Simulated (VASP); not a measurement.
Set up this calculation in VASP 6.6.1, as the native input.

| Property | Result |
| --- | --- |
| Task | single point |
| Functional | HF |
| Potentials or basis | VASP PAW PBE potentials, release 64 (Al) |
| Cutoff | 520 eV |
| k mesh | 6 × 6 × 3 |
| Occupations | fermi-dirac, width 0.05 eV |
| Spin | no spin polarisation |
| Dipole correction | no |
| Grid for exact exchange (PRECFOCK) | Normal |
| Further INCAR settings | ALGO = Normal; EDIFF = 1e-06; NBANDS = 10 |
| Share of exact exchange | 1 |

The system is Al.

```
CELL_PARAMETERS angstrom
2.92999 0.00000 0.00000
-1.46499 2.53744 0.00000
0.00000 0.00000 4.92567
ATOMIC_POSITIONS crystal
Al 0.33333 0.66667 0.25000
Al 0.66667 0.33333 0.75000
```

This isn't the form of Al at room conditions, which is fcc.

The input as run:

POSCAR

```
Al
1.0
    2.9299888749      0.0000000000      0.0000000000
   -1.4649944374      2.5374447985      0.0000000000
    0.0000000000      0.0000000000      4.9256671862
Al
2
Direct
    0.3333333333      0.6666666667      0.2500000000
    0.6666666667      0.3333333333      0.7500000000
```

INCAR.step1

```
SYSTEM = Al
PREC = Accurate
ENCUT = 520
EDIFF = 1E-5
ISMEAR = -1
SIGMA = 0.05
LREAL = .False.
LASPH = .True.
NELM = 100
ALGO = Normal
ISIF = 2
LWAVE = .True.
LCHARG = .False.
GGA = PE
NBANDS = 10
```

INCAR.step2

```
SYSTEM = Al
PREC = Accurate
ENCUT = 520
EDIFF = 1E-6
ISMEAR = -1
SIGMA = 0.05
LREAL = .False.
LASPH = .True.
NELM = 100
ALGO = Normal
ISIF = 2
LWAVE = .False.
LCHARG = .False.
GGA = PE
LHFCALC = .True.
AEXX = 1.0
ALDAC = 0.0
AGGAC = 0.0
PRECFOCK = Normal
ISTART = 1
NBANDS = 10
```

KPOINTS

```
Automatic mesh
0
Gamma
  6 6 3
  0 0 0
```

Potentials or basis: VASP PAW PBE potentials, release 64 (Al).

Run with:

```bash
$ cat potpaw_PBE.64/Al/POTCAR > POTCAR
$ cp INCAR.step1 INCAR
$ mpirun -np 1 vasp_std > vasp.out
$ cp INCAR.step2 INCAR
$ mpirun -np 1 vasp_std > vasp.out
```

It gave:

```json
{"Pressure": "7.7 GPa", "Band gap on the k mesh": "zero (bands 3 and 4 overlap by 8.14 eV)"}
```

Caveat: the k points lie up to 0.43 Å⁻¹ apart, too coarse for converged energies and pressures of a metal; the PAW data sets were made with another functional, which shifts forces and pressure a little.

It took 4.8 min on 1 thread of Intel(R) Xeon(R) Platinum 8488C (Sapphire Rapids) (shared host), peak memory 0.16 GiB.
